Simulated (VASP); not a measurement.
**Ti2CCl2: single point with PBE**

Ti2CCl2:

```
Ti C Cl
1.0
    -2.19525    2.19525    4.23038
     2.19525   -2.19525    4.23038
     2.19525    2.19525   -4.23038
Ti C Cl
2 1 2
Cartesian
  2.1953 0.0000 2.1152
  0.0000 2.1953 2.1152
  0.0000 0.0000 0.0000
  0.0000 0.0000 5.5255
  0.0000 0.0000 2.9353
```

* Program: VASP 6.6.1
* Task: single point
* Functional: PBE
* Potentials or basis: VASP PAW PBE potentials, release 64 (Ti_sv, C, Cl)
* Cutoff: 520 eV
* k mesh: 6 × 6 × 6
* Occupations: gaussian, width 0.1 eV
* Spin: no spin polarisation
* Dipole correction: no
* Further INCAR settings: ALGO = Normal; EDIFF = 1e-06; NBANDS = 29

- Pressure: 0.4 GPa
- Largest force: 0.009 eV/Å
- Band gap on the k mesh: zero (bands 21 and 22 overlap by 0.72 eV)

Forces on the atoms (eV/Å):
```
Ti   0.000  0.000  0.000
Ti   0.000  0.000  0.000
C    0.000  0.000  0.000
Cl   0.000  0.000 -0.009
Cl   0.000  0.000  0.009
```

Stress tensor (GPa, compression positive):
```
0.50 0.00 0.00
0.00 0.50 0.00
0.00 0.00 0.09
```

Levels at points of the mesh, in eV from the Fermi level:
```tsv
k point	band 17	band 18	band 19	band 20	band 21	band 22	band 23	band 24	band 25	band 26
(0.00, 0.00, 0.00)	-5.53	-2.28	-0.37	-0.37	0.52	0.53	0.97	1.14	1.14	1.17
(0.50, 0.00, 0.00)	-4.40	-1.51	-1.26	-1.09	-0.60	0.10	0.70	0.96	1.12	1.63
(0.50, 0.50, 0.00)	-5.00	-1.52	-1.51	-0.71	0.13	0.42	0.63	0.75	0.86	1.47
(0.50, 0.50, 0.50)	-5.25	-2.19	-0.59	-0.31	-0.31	0.20	0.57	1.45	1.45	2.13
```

It took 3.4 min on 1 thread of Oxide Virtual Turin-like Processor (shared host), peak memory 0.23 GiB.
